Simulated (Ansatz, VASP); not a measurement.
Two plane-wave programs on HgTe

File INCAR:

```
ALGO = Normal
EDIFF = 1E-6
ENCUT = 520
GGA = PE
ISIF = 2
ISMEAR = 0
LASPH = T
LCHARG = T
LELF = T
LREAL = F
LVHAR = T
LWAVE = F
NBANDS = 16
NELM = 100
PREC = Accurate
SIGMA = 0.1
```

File KPOINTS:

```
k-points
0
Gamma
  12 12 12
```

POSCAR

```
HgTe
1.0
    0.0000000000      3.3593446744      3.3593446744
    3.3593446744      0.0000000000      3.3593446744
    3.3593446744      3.3593446744      0.0000000000
Hg Te
1 1
Direct
    0.0000000000      0.0000000000      0.0000000000
    0.2500000000      0.2500000000      0.2500000000
```

Input for Ansatz:

```yaml
crystal:
  lattice:
    - [0.0, 3.3593446744, 3.3593446744]
    - [3.3593446744, 0.0, 3.3593446744]
    - [3.3593446744, 3.3593446744, 0.0]
  atoms:
    - { symbol: Hg, position: [0.0, 0.0, 0.0] }
    - { symbol: Te, position: [0.25, 0.25, 0.25] }
basis:
  ecutwfc: 420
kpoints:
  mp_grid: { grid: [12, 12, 12] }
hamiltonian:
  xc: pbe
scf:
  occupations: { method: gaussian, width: 0.1 }
output:
  forces: true
  stress: true
  eigenvalues: true
```

Alike in both runs: task single point; functional PBE; k mesh 12 × 12 × 12; occupations gaussian, width 0.1 eV; no spin polarisation.

|  | VASP | Ansatz |
| --- | --- | --- |
| version | VASP 6.6.1 | Ansatz 0.2.0 |
| potentials or method | VASP PAW PBE potentials, release 64 (Hg, Te), cutoff 520 eV | scalar-relativistic, plane waves, PAW |
| valence electrons in the cell | 18 | 36 |

|  | VASP | Ansatz | Ansatz less VASP |
| --- | --- | --- | --- |
| gap on the k mesh at the Fermi level (eV) | none | none | - |
| pressure (GPa) | -0.9 | -1.0 | -0.04 |

A gap of «none» marks a metal or a gap that the smearing closes. VASP's potentials hold 18 valence electrons a cell and Ansatz's 36, so a difference there can come from the potentials and not from the codes.

Spin-orbit coupling is off throughout.
